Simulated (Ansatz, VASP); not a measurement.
## Two plane-wave programs on Ge

POSCAR

```
Ge
1.0
    5.2405800000      0.0000000000      0.0000000000
    0.0000000000      5.2405800000      0.0000000000
    0.0000000000      0.0000000000      2.6553600000
Ge
3
Direct
    0.0000000000      0.0000000000      0.0000000000
    0.0000000000      0.5000000000      0.0000000000
    0.5000000000      0.0000000000      0.0000000000
```

INCAR.step1

```
SYSTEM = Ge
PREC = Accurate ; ENCUT = 520
EDIFF = 1E-5 ; ISMEAR = -1
SIGMA = 0.05 ; LREAL = .FALSE.
LASPH = .TRUE. ; NELM = 100
ALGO = Normal ; ISIF = 2
LWAVE = .TRUE. ; LCHARG = .FALSE.
GGA = PE ; NBANDS = 28
LUSENCCL = .FALSE.
```

File INCAR.step2:

```
SYSTEM = Ge
PREC = Accurate ; ENCUT = 520
EDIFF = 1E-6 ; ISMEAR = -1
SIGMA = 0.05 ; LREAL = .FALSE.
LASPH = .TRUE. ; NELM = 100
ALGO = Normal ; ISIF = 2
LWAVE = .FALSE. ; LCHARG = .FALSE.
GGA = PE ; LHFCALC = .TRUE.
AEXX = 0.15 ; HFSCREEN = 0.2
PRECFOCK = Normal ; ISTART = 1
NBANDS = 28 ; LUSENCCL = .FALSE.
```

The input KPOINTS:

```
regular mesh
0
G
  3 3 5
  0 0 0
```

The input input:

```
crystal:
  lattice:
    - [5.24058, 0.0, 0.0]
    - [0.0, 5.24058, 0.0]
    - [0.0, 0.0, 2.65536]
  atoms:
    - { symbol: Ge, position: [0.0, 0.0, 0.0] }
    - { symbol: Ge, position: [0.0, 0.5, 0.0] }
    - { symbol: Ge, position: [0.5, 0.0, 0.0] }
hamiltonian:
  xc: { exchange: pbe, correlation: pbe, exx: { coeff: 0.15, omega: 0.2 } }
  pseudopotentials: { kind: paw }
kpoints:
  mp_grid: { grid: [3, 3, 5] }
scf:
  occupations: { method: fermi_dirac, width: 0.05 }
output:
  forces: true
  stress: true
  eigenvalues: true
```

Alike in both runs: task single point; functional PBE-based screened hybrid; k mesh 3 × 3 × 5; occupations fermi-dirac, width 0.05 eV; no spin polarisation.

```csv
,VASP,Ansatz
version,VASP 6.6.1,Ansatz 0.2.0
potentials or method,"VASP PAW PBE potentials, release 64 (Ge_d)",Ansatz PAW
plane-wave cutoff (eV),520,420
valence electrons in the cell,42,42
```

```csv
,VASP,Ansatz,Ansatz less VASP
gap on the k mesh at the Fermi level (eV),none,none,-
pressure (GPa),-0.8,-0.8,-0.07
"traceless stress, the component that is largest in VASP (GPa)",-8.35,-8.35,+0.002
```

VASP's potentials were made for PBE, not for PBE-based screened hybrid. A gap of «none» marks a metal or a gap that the smearing closes. The functional is the same, so the differences come from potentials, cutoffs and numerics.

The k mesh is coarse, so the values compare programs but aren't converged.
